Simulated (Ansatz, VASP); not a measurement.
Ir, level by level in two programs

```
CELL_PARAMETERS angstrom
0.00000 1.91560 1.91560
1.91560 0.00000 1.91560
1.91560 1.91560 0.00000
ATOMIC_POSITIONS crystal
Ir 0.00000 0.00000 0.00000
```

Single points on this cell with VASP 6.6.1 and Ansatz 0.2.0. Each row is one pair of runs. Alike in all rows: spin: off; smearing: fermi-dirac, width 0.05 eV.

```tsv
level	k mesh	VASP's potentials, cutoff	Ansatz's potentials, cutoff	gap on the k mesh at the Fermi level (eV), VASP	gap on the k mesh at the Fermi level (eV), Ansatz
r2SCANh	6 × 6 × 6	VASP PAW PBE potentials, release 64 (Ir_sv_GW), 460 eV	Ansatz PAW, 500 eV	none	none
r2SCAN	12 × 12 × 12	VASP PAW PBE potentials, release 64 (Ir_sv_GW), 550 eV	Ansatz PAW, 500 eV	none	none
PBE0	6 × 6 × 6	VASP PAW PBE potentials, release 64 (Ir_sv_GW), 420 eV	Ansatz PAW, 420 eV	none	none
r2SCAN0	6 × 6 × 6	VASP PAW PBE potentials, release 64 (Ir_sv_GW), 460 eV	Ansatz PAW, 500 eV	none	none
```

A gap of «none» marks a metal or a gap that the smearing closes.

The k mesh is coarse in some rows, so the values compare programs but aren't converged. Neither program's run includes spin-orbit coupling.
